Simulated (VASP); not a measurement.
# MgO (rock salt type) in VASP: a series of runs

MgO (rock salt type) is run at these levels: HSE06; tasks: single point.

Everything below comes from runs of VASP 6.6.1. Logs are shortened: lines on timing, memory, paths and dates and some standing lists are left out, and cuts for length are marked.

**1. The cell of the first run**

Symmetry: R3m, No. 160, trigonal system. Conventional cell: a = 3.005 Å, b = 3.005 Å, c = 7.361 Å, α = 90.00°, β = 90.00°, γ = 120.00°. Mg (site symmetry 3m) has 6 O at 2.09 to 2.16 Å within 2.8 Å. O (site symmetry 3m) has 6 Mg at 2.09 to 2.16 Å within 2.8 Å.

**2. Single point, HSE06**

Contents of POSCAR:

```
MgO
1.0
    0.0000000000      2.1250000000      2.1250000000
    2.1250000000      0.0000000000      2.1250000000
    2.1250000000      2.1250000000      0.0000000000
Mg O
1 1
Direct
    0.0081508273      0.0081508273      0.0081508273
    0.5000000000      0.5000000000      0.5000000000
```

Contents of INCAR.step1:

```
SYSTEM = MgO
ALGO = Normal ; EDIFF = 1E-5
ENCUT = 520 ; GGA = PE
ISIF = 2 ; ISMEAR = -1
LASPH = .True. ; LREAL = .False.
LWAVE = .True. ; NBANDS = 11
NELM = 60 ; PREC = Accurate
SIGMA = 0.05
```

Contents of INCAR.step2:

```
SYSTEM = MgO
ALGO = Normal ; EDIFF = 1E-6
ENCUT = 520 ; GGA = PE
HFSCREEN = 0.2079 ; ISIF = 2
ISMEAR = -1 ; ISTART = 1
LASPH = .True. ; LCHARG = .True.
LELF = .True. ; LHFCALC = .True.
LREAL = .False. ; LVHAR = .True.
LWAVE = .False. ; NBANDS = 11
NELM = 60 ; PREC = Accurate
PRECFOCK = Normal ; SIGMA = 0.05
```

Contents of KPOINTS:

```
k-points
0
Gamma
  4 4 4
  0 0 0
```

Potentials or basis: VASP PAW PBE potentials, release 64 (Mg, O).

On the command line:

```
> cat potpaw_PBE.64/Mg/POTCAR potpaw_PBE.64/O/POTCAR > POTCAR
> cp INCAR.step1 INCAR
> mpirun -np 1 vasp_std > vasp.out
> cp INCAR.step2 INCAR
> mpirun -np 1 vasp_std > vasp.out
```

OUTCAR:

```text
SYSTEM = MgO
   EDIFF = 1E-6
   ENCUT = 520
   GGA = PE
   HFSCREEN = 0.2079
   ISIF = 2
   ISMEAR = -1
   ISTART = 1
   LASPH = .True.
   LHFCALC = .True.
   LREAL = .False.
   NELM = 60
   PREC = Accurate
   PRECFOCK = Normal

 ion  position               nearest neighbor table
   1  0.008  0.008  0.008-   2 2.09   2 2.09   2 2.09   2 2.16   2 2.16   2 2.16
   2  0.500  0.500  0.500-   1 2.09   1 2.09   1 2.09   1 2.16   1 2.16   1 2.16

  LATTYP: Found a face centered cubic cell.
 ALAT       =     4.2500000000

  Lattice vectors:

 A1 = (   0.0000000000,   2.1250000000,   2.1250000000)
 A2 = (   2.1250000000,   0.0000000000,   2.1250000000)
 A3 = (   2.1250000000,   2.1250000000,   0.0000000000)

Analysis of symmetry for initial positions (statically):
=====================================================================
 Subroutine PRICEL returns:
 Original cell was already a primitive cell.

 Routine SETGRP: Setting up the symmetry group for a
 face centered cubic supercell.

 Subroutine GETGRP returns: Found  6 space group operations
 (whereof  6 operations were pure point group operations)
 out of a pool of 48 trial point group operations.

The static configuration has the point symmetry C_3v.

Analysis of symmetry for dynamics (positions and initial velocities):
=====================================================================
 Subroutine PRICEL returns:
 Original cell was already a primitive cell.

 Routine SETGRP: Setting up the symmetry group for a
 face centered cubic supercell.

 Subroutine GETGRP returns: Found  6 space group operations
 (whereof  6 operations were pure point group operations)
 out of a pool of 48 trial point group operations.

The dynamic configuration has the point symmetry C_3v.

 Subroutine INISYM returns: Found  6 space group operations
 (whereof  6 operations are pure point group operations),
 and found     1 'primitive' translations

----------------------------------------------------------------------------------------

                                     Primitive cell

  volume of cell :      19.1914

  direct lattice vectors                    reciprocal lattice vectors
     0.000000000  2.125000000  2.125000000    -0.235294118  0.235294118  0.235294118
     2.125000000  0.000000000  2.125000000     0.235294118 -0.235294118  0.235294118
     2.125000000  2.125000000  0.000000000     0.235294118  0.235294118 -0.235294118

  length of vectors
     3.005203820  3.005203820  3.005203820     0.407541366  0.407541366  0.407541366

  position of ions in fractional coordinates (direct lattice)
     0.008150827  0.008150827  0.008150827
     0.500000000  0.500000000  0.500000000

  ion indices of the primitive-cell ions
   primitive index   ion index
                 1           1
                 2           2

----------------------------------------------------------------------------------------

 KPOINTS: k-points

Automatic generation of k-mesh.
 Grid dimensions read from file:
 generate k-points for:    4    4    4

 Generating k-lattice:

  Cartesian coordinates                     Fractional coordinates (reciprocal lattice)
    -0.058823529  0.058823529  0.058823529     0.250000000  0.000000000  0.000000000
     0.058823529 -0.058823529  0.058823529     0.000000000  0.250000000  0.000000000
     0.058823529  0.058823529 -0.058823529     0.000000000  0.000000000  0.250000000

  Length of vectors
     0.101885342  0.101885342  0.101885342

  Shift w.r.t. Gamma in fractional coordinates (k-lattice)
     0.000000000  0.000000000  0.000000000

 Subroutine IBZKPT returns following result:
 ===========================================

 Found     13 irreducible k-points:

 Following reciprocal coordinates:
            Coordinates               Weight
  0.000000  0.000000  0.000000      1.000000
  0.250000  0.000000  0.000000      6.000000
  0.250000  0.250000  0.250000      2.000000
  0.500000  0.000000  0.000000      3.000000
  0.500000  0.500000  0.500000      1.000000
  0.250000  0.250000  0.000000      6.000000
  0.500000  0.250000  0.000000     12.000000
  0.250000  0.250000 -0.250000      6.000000
  0.500000  0.250000  0.500000      6.000000
 -0.250000  0.250000  0.000000      6.000000
  0.250000  0.250000  0.500000      6.000000
  0.500000  0.500000  0.000000      3.000000
 -0.250000  0.500000  0.250000      6.000000
   k-points           NKPTS =     13   k-points in BZ     NKDIM =     64   number of bands    NBANDS=     11
   number of dos      NEDOS =    301   number of ions     NIONS =      2
   total plane-waves  NPLWV =  13824
   dimension x,y,z NGX =    24 NGY =   24 NGZ =   24
   dimension x,y,z NGXF=    48 NGYF=   48 NGZF=   48
   ions per type =               1   1
   NGX,Y,Z   is equivalent  to a cutoff of  13.28, 13.28, 13.28 a.u.
   NGXF,Y,Z  is equivalent  to a cutoff of  26.55, 26.55, 26.55 a.u.
 SYSTEM =  MgO
   PREC   = accura    normal or accurate (medium, high low for compatibility)
[... 74 lines left out ...]
      2       1.7506      2.00000
      3       1.7506      2.00000
      4       1.7577      2.00000
      5       7.9237      0.00000
      6      19.3402      0.00000
      7      19.3402      0.00000
      8      19.3624      0.00000
      9      23.1821      0.00000
     10      25.0998      0.00000
     11      25.0998      0.00000

 k-point     2 :       0.2500    0.0000    0.0000
  band No.  band energies     occupation
      1     -16.3349      2.00000
      2      -0.9886      2.00000
      3       1.3995      2.00000
      4       1.4081      2.00000
      5      10.3836      0.00000
      6      16.1088      0.00000
      7      20.1690      0.00000
      8      20.1847      0.00000
      9      23.7155      0.00000
     10      23.7230      0.00000
     11      25.4899      0.00000

 k-point     3 :       0.2500    0.2500    0.2500
  band No.  band energies     occupation
      1     -16.3349      2.00000
      2      -0.9852      2.00000
      3       1.3985      2.00000
      4       1.3985      2.00000
      5      10.3892      0.00000
      6      16.1227      0.00000
      7      20.1780      0.00000
      8      20.1780      0.00000
      9      23.7091      0.00000
     10      23.7091      0.00000
     11      25.4837      0.00000

 k-point     4 :       0.5000    0.0000    0.0000
  band No.  band energies     occupation
      1     -15.6458      2.00000
      2      -3.0440      2.00000
      3       1.0746      2.00000
      4       1.0834      2.00000
      5      11.2392      0.00000
      6      16.2679      0.00000
      7      19.7655      0.00000
      8      19.7966      0.00000
      9      24.3461      0.00000
     10      26.2232      0.00000
     11      26.2376      0.00000

 k-point     5 :       0.5000    0.5000    0.5000
  band No.  band energies     occupation
      1     -15.6456      2.00000
      2      -3.0429      2.00000
      3       1.0728      2.00000
      4       1.0728      2.00000
      5      11.2507      0.00000
      6      16.2863      0.00000
      7      19.7765      0.00000
      8      19.7765      0.00000
      9      24.3516      0.00000
     10      26.2202      0.00000
     11      26.2202      0.00000
[... 57 lines left out ...]
 k-point    10 :      -0.2500    0.2500    0.0000
  band No.  band energies     occupation
      1     -15.7141      2.00000
      2      -1.8717      2.00000
      3      -0.3117      2.00000
      4       1.0821      2.00000
      5      12.9080      0.00000
      6      15.3260      0.00000
      7      17.4643      0.00000
      8      21.0790      0.00000
      9      23.5563      0.00000
     10      24.6256      0.00000
     11      29.2786      0.00000

 k-point    11 :       0.2500    0.2500    0.5000
  band No.  band energies     occupation
      1     -15.7140      2.00000
      2      -1.8708      2.00000
      3      -0.3116      2.00000
      4       1.0750      2.00000
      5      12.9115      0.00000
      6      15.3286      0.00000
      7      17.5039      0.00000
      8      21.0370      0.00000
      9      23.5431      0.00000
     10      24.6287      0.00000
     11      29.2910      0.00000

 k-point    12 :       0.5000    0.5000    0.0000
  band No.  band energies     occupation
      1     -15.3810      2.00000
      2      -2.5047      2.00000
      3       0.3258      2.00000
      4       0.3300      2.00000
      5      12.5679      0.00000
      6      13.2697      0.00000
      7      16.8090      0.00000
      8      22.6798      0.00000
      9      22.7124      0.00000
     10      28.9584      0.00000
     11      30.5358      0.00000

 k-point    13 :      -0.2500    0.5000    0.2500
  band No.  band energies     occupation
      1     -15.3313      2.00000
      2      -1.3173      2.00000
      3      -1.3144      2.00000
      4      -0.0830      2.00000
      5      15.1620      0.00000
      6      15.2126      0.00000
      7      15.6265      0.00000
      8      19.0149      0.00000
      9      25.5831      0.00000
     10      25.6037      0.00000
     11      29.9982      0.00000

------------------------ aborting loop because EDIFF is reached ----------------------------------------

  FORCE on cell =-STRESS in cart. coord.  units (eV):
  Direction    XX          YY          ZZ          XY          YZ          ZX
  --------------------------------------------------------------------------------------
  -------------------------------------------------------------------------------------
  Total       -0.6461558     -0.6461558     -0.6461558     -0.0057544     -0.0057544     -0.0057544
  in kB      -53.9437374    -53.9437374    -53.9437374     -0.4803978     -0.4803978     -0.4803978
  external PRESSURE =     -53.9437374 kB  Pullay stress =       0.0000000 kB

 VOLUME and BASIS-vectors are now :
 -----------------------------------------------------------------------------
  energy-cutoff  :      520.00
  volume of cell :       19.19
      direct lattice vectors                 reciprocal lattice vectors
     0.000000000  2.125000000  2.125000000    -0.235294118  0.235294118  0.235294118
     2.125000000  0.000000000  2.125000000     0.235294118 -0.235294118  0.235294118
     2.125000000  2.125000000  0.000000000     0.235294118  0.235294118 -0.235294118

 POSITION                                       TOTAL-FORCE (eV/Angst)
 -----------------------------------------------------------------------------------
      0.03464      0.03464      0.03464        -0.161947     -0.161947     -0.161947
      2.12500      2.12500      2.12500         0.161947      0.161947      0.161947
 -----------------------------------------------------------------------------------
    total drift:                                0.000036      0.000036      0.000036

  FREE ENERGIE OF THE ION-ELECTRON SYSTEM (eV)
  ---------------------------------------------------
  free  energy   TOTEN  =       -14.1813306235 eV

  energy  without entropy=      -14.1813306235  energy(sigma->0) =      -14.18133062
```

Wall time 87 s (1 thread of AMD EPYC 7R13 (Zen 3), shared host); peak memory 0.21 GiB.

Results:

```yaml
Free_energy: -14.1813 eV
Pressure: -5.4 GPa
Largest_force: 0.281 eV/Å
Band_gap_on_the_k_mesh: 6.17 eV
```

Forces in eV/Å, atoms in the order of the input:
```
Mg  -0.162 -0.162 -0.162
O    0.162  0.162  0.162
```

Levels at points of the mesh, in eV from the valence-band top:
| k point | band 1 | band 2 | band 3 | band 4 | band 5 | band 6 | band 7 | band 8 | band 9 |
| --- | --- | --- | --- | --- | --- | --- | --- | --- | --- |
| (0.00, 0.00, 0.00) | -18.68 | -0.01 | -0.01 | 0.00 | 6.17 | 17.58 | 17.58 | 17.60 | 21.42 |
| (0.50, 0.00, 0.00) | -17.40 | -4.80 | -0.68 | -0.67 | 9.48 | 14.51 | 18.01 | 18.04 | 22.59 |
| (0.50, 0.50, 0.50) | -17.40 | -4.80 | -0.68 | -0.68 | 9.49 | 14.53 | 18.02 | 18.02 | 22.59 |
| (0.50, 0.50, 0.00) | -17.14 | -4.26 | -1.43 | -1.43 | 10.81 | 11.51 | 15.05 | 20.92 | 20.95 |

Caveat: the k points lie up to 0.64 Å⁻¹ apart; the PAW data sets were made with another functional, which shifts forces and pressure a little.

**3. Single point, HSE06**

POSCAR is that of step 2.

Contents of INCAR.step1:

```
  PREC = Accurate
  ENCUT = 520
  EDIFF = 1E-5
  ISMEAR = -1
  SIGMA = 0.05
  LREAL = False
  LASPH = True
  NELM = 100
  ALGO = Normal
  ISIF = 2
  LWAVE = True
  LCHARG = False
  GGA = PE
  NBANDS = 11
```

Contents of INCAR.step2:

```
  PREC = Accurate
  ENCUT = 520
  EDIFF = 1E-6
  ISMEAR = -1
  SIGMA = 0.05
  LREAL = False
  LASPH = True
  NELM = 100
  ALGO = Normal
  ISIF = 2
  LWAVE = False
  LCHARG = False
  GGA = PE
  LHFCALC = True
  HFSCREEN = 0.2079
  PRECFOCK = Normal
  ISTART = 1
  NBANDS = 11
```

Contents of KPOINTS:

```
Automatic mesh
0
Gamma
  4 4 4
```

Potentials or basis: VASP PAW PBE potentials, release 64 (Mg, O).

On the command line:

```
> cat potpaw_PBE.64/Mg/POTCAR potpaw_PBE.64/O/POTCAR > POTCAR
> cp INCAR.step1 INCAR
> mpirun -np 1 vasp_std > vasp.out
> cp INCAR.step2 INCAR
> mpirun -np 1 vasp_std > vasp.out
```

Wall time 86 s (1 thread of AMD EPYC 7R13 (Zen 3), shared host); peak memory 0.21 GiB.

It converged, with:

| Item | Value |
| --- | --- |
| Free energy | -14.1813 eV |
| Pressure | -5.4 GPa |
| Largest force | 0.281 eV/Å |
| Band gap on the k mesh | 6.17 eV |

Forces in eV/Å, atoms in the order of the input:
```
Mg  -0.162 -0.162 -0.162
O    0.162  0.162  0.162
```

Levels at points of the mesh, in eV from the valence-band top:
```csv
k point,band 2,band 3,band 4,band 5,band 6,band 7
"(0.00, 0.00, 0.00)",-0.01,-0.01,0.00,6.17,17.58,17.58
"(0.50, 0.00, 0.00)",-4.80,-0.68,-0.67,9.48,14.51,18.01
"(0.50, 0.50, 0.50)",-4.80,-0.68,-0.68,9.49,14.53,18.02
"(0.50, 0.50, 0.00)",-4.26,-1.43,-1.43,10.81,11.51,15.05
```

Caveat: the k points lie up to 0.64 Å⁻¹ apart; the PAW data sets were made with another functional, which shifts forces and pressure a little.

**4. Single point, HSE06**

Changes to POSCAR since step 3:

```diff
@@ -8,3 +8,3 @@
 Direct
-    0.0081508273      0.0081508273      0.0081508273
+    0.0000000000      0.0000000000      0.0000000000
     0.5000000000      0.5000000000      0.5000000000
```

Contents of INCAR.step1:

```
SYSTEM = MgO
ALGO = Normal ; EDIFF = 1E-5
ENCUT = 520 ; GGA = PE
ISIF = 2 ; ISMEAR = -1
LASPH = .TRUE. ; LCHARG = .FALSE.
LREAL = .FALSE. ; LWAVE = .TRUE.
NBANDS = 11 ; NELM = 80
PREC = Accurate ; SIGMA = 0.02
```

Contents of INCAR.step2:

```
SYSTEM = MgO
ALGO = Normal ; EDIFF = 1E-6
ENCUT = 520 ; GGA = PE
HFSCREEN = 0.2079 ; ISIF = 2
ISMEAR = -1 ; ISTART = 1
LASPH = .TRUE. ; LCHARG = .FALSE.
LHFCALC = .TRUE. ; LREAL = .FALSE.
LWAVE = .FALSE. ; NBANDS = 11
NELM = 80 ; PREC = Accurate
PRECFOCK = Normal ; SIGMA = 0.02
```

Contents of KPOINTS:

```
k-points
0
G
  6 6 6
  0 0 0
```

On the command line:

```
> cat potpaw_PBE.64/Mg/POTCAR potpaw_PBE.64/O/POTCAR > POTCAR
> cp INCAR.step1 INCAR
> mpirun -np 1 vasp_std > vasp.out
> cp INCAR.step2 INCAR
> mpirun -np 1 vasp_std > vasp.out
```

It took 5.6 min on 1 thread of AMD EPYC 7R13 (Zen 3), shared host; peak memory 0.21 GiB.

The run converged. Its results:

```yaml
Free_energy: -14.1983 eV
Pressure: -5.7 GPa
Band_gap_on_the_k_mesh: 6.16 eV
```

Levels at points of the mesh, in eV from the valence-band top:
```csv
k point,band 1,band 2,band 3,band 4,band 5,band 6,band 7,band 8,band 9
"(0.00, 0.00, 0.00)",-18.69,0.00,0.00,0.00,6.16,17.58,17.58,17.58,21.43
"(0.50, 0.00, 0.00)",-17.41,-4.80,-0.68,-0.68,9.48,14.53,18.02,18.02,22.60
"(0.50, 0.50, 0.00)",-17.14,-4.27,-1.43,-1.43,10.80,11.53,15.05,20.93,20.93
```

Caveat: the k points lie up to 0.43 Å⁻¹ apart; the PAW data sets were made with another functional, which shifts forces and pressure a little.

**5. Single point, HSE06**

POSCAR is that of step 4.

Contents of INCAR.step1:

```
PREC     = Accurate       # precision mode
ENCUT    = 520            # plane-wave cutoff, eV
EDIFF    = 1E-5           # SCF threshold, eV
ISMEAR   = -1             # smearing method
SIGMA    = 0.02           # smearing width, eV
LREAL    = F              # projectors in reciprocal space
LASPH    = T              # aspherical terms in the spheres
NELM     = 60             # most SCF steps
ALGO     = Normal         # electronic algorithm
ISIF     = 2              # what is computed and relaxed
LWAVE    = T              # write WAVECAR
LCHARG   = F              # write CHGCAR
GGA      = PE             # functional
NBANDS   = 11             # bands
```

Contents of INCAR.step2:

```
PREC     = Accurate       # precision mode
ENCUT    = 520            # plane-wave cutoff, eV
EDIFF    = 1E-6           # SCF threshold, eV
ISMEAR   = -1             # smearing method
SIGMA    = 0.02           # smearing width, eV
LREAL    = F              # projectors in reciprocal space
LASPH    = T              # aspherical terms in the spheres
NELM     = 60             # most SCF steps
ALGO     = Normal         # electronic algorithm
ISIF     = 2              # what is computed and relaxed
LWAVE    = F              # write WAVECAR
LCHARG   = F              # write CHGCAR
GGA      = PE             # functional
LHFCALC  = T              # exact exchange
HFSCREEN = 0.2079         # screening, 1/A
PRECFOCK = Normal       
ISTART   = 1            
NBANDS   = 11             # bands
```

Contents of KPOINTS:

```
Automatic mesh
0
Gamma
  6 6 6
```

On the command line:

```
> cat potpaw_PBE.64/Mg/POTCAR potpaw_PBE.64/O/POTCAR > POTCAR
> cp INCAR.step1 INCAR
> mpirun -np 1 vasp_std > vasp.out
> cp INCAR.step2 INCAR
> mpirun -np 1 vasp_std > vasp.out
```

It took 5.5 min on 1 thread of AMD EPYC 7R13 (Zen 3), shared host; peak memory 0.22 GiB.

It converged, with:

```
Free energy            : -14.1983 eV
Pressure               : -5.7 GPa
Band gap on the k mesh : 6.16 eV
```

Levels at points of the mesh, in eV from the valence-band top:
```csv
k point,band 2,band 3,band 4,band 5,band 6,band 7
"(0.00, 0.00, 0.00)",0.00,0.00,0.00,6.16,17.58,17.58
"(0.50, 0.00, 0.00)",-4.80,-0.68,-0.68,9.48,14.53,18.02
"(0.50, 0.50, 0.00)",-4.27,-1.43,-1.43,10.80,11.53,15.05
```

Caveat: the k points lie up to 0.43 Å⁻¹ apart; the PAW data sets were made with another functional, which shifts forces and pressure a little.
